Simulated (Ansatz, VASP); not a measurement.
CdS: VASP beside Ansatz

```xyz
2
Lattice="0.0000 2.9392 2.9392 2.9392 0.0000 2.9392 2.9392 2.9392 0.0000" Properties=species:S:1:pos:R:3 pbc="T T T"
Cd    0.0000    0.0000    0.0000
S     1.4696    1.4696    1.4696
```

Alike in both runs: task single point; functional HSE06; k mesh 4 × 4 × 4; no spin polarisation.

|  | VASP | Ansatz |
| --- | --- | --- |
| version | VASP 6.6.1 | Ansatz 0.2.0 |
| potentials or method | VASP PAW PBE potentials, release 64 (Cd, S) | plane waves, PAW |
| plane-wave cutoff (eV) | 520 | 420 |
| occupations | gaussian, width 0.01 eV | fixed |
| valence electrons in the cell | 18 | 26 |

|  | VASP | Ansatz | Ansatz less VASP |
| --- | --- | --- | --- |
| gap on the k mesh at the Fermi level (eV) | 2.12 | 2.12 | -0.004 |
| pressure (GPa) | 0.7 | 0.4 | -0.30 |

VASP's potentials hold 18 valence electrons a cell and Ansatz's 26, so a difference there can come from the potentials and not from the codes. Ansatz's warnings: stress exchange threshold loose, stress scf threshold loose.

The k mesh is coarse, so the values compare programs but aren't converged.
